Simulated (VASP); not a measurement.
Input of a VASP 6.6.1 run:

Contents of INCAR:

```
SYSTEM = LaHfO
ALGO = Normal
EDIFF = 1E-6
ENCUT = 520
GGA = PE
ISIF = 2
ISMEAR = 0
LASPH = .True.
LCHARG = .False.
LREAL = .False.
LWAVE = .False.
NBANDS = 20
NELM = 60
PREC = Accurate
SIGMA = 0.1
```

The input KPOINTS:

```
k-points
0
Gamma
  6 6 4
  0 0 0
```

POSCAR

```
LaHfO
1.0
    4.0798719200      0.0000000000      0.0000000000
   -2.0399359600      3.5332727300      0.0000000000
    0.0000000000      0.0000000000      4.8691913500
La Hf O
1 1 1
Direct
    0.0000000000      0.0000000000      0.0000000000
    0.3333333300      0.6666666700      0.5000000000
    0.6666666700      0.3333333300      0.5000000000
```

Potentials or basis: VASP PAW PBE potentials, release 64 (La, Hf_pv, O).

Command:

```sh
$ cat potpaw_PBE.64/La/POTCAR potpaw_PBE.64/Hf_pv/POTCAR potpaw_PBE.64/O/POTCAR > POTCAR
$ mpirun -np 1 vasp_std > vasp.out
```

(1) Predict the pressure.

Answers

(1) -8.3 GPa.

Caveat: an odd number of electrons without spin polarisation forces a metal; a magnetic or distorted state may lie lower.
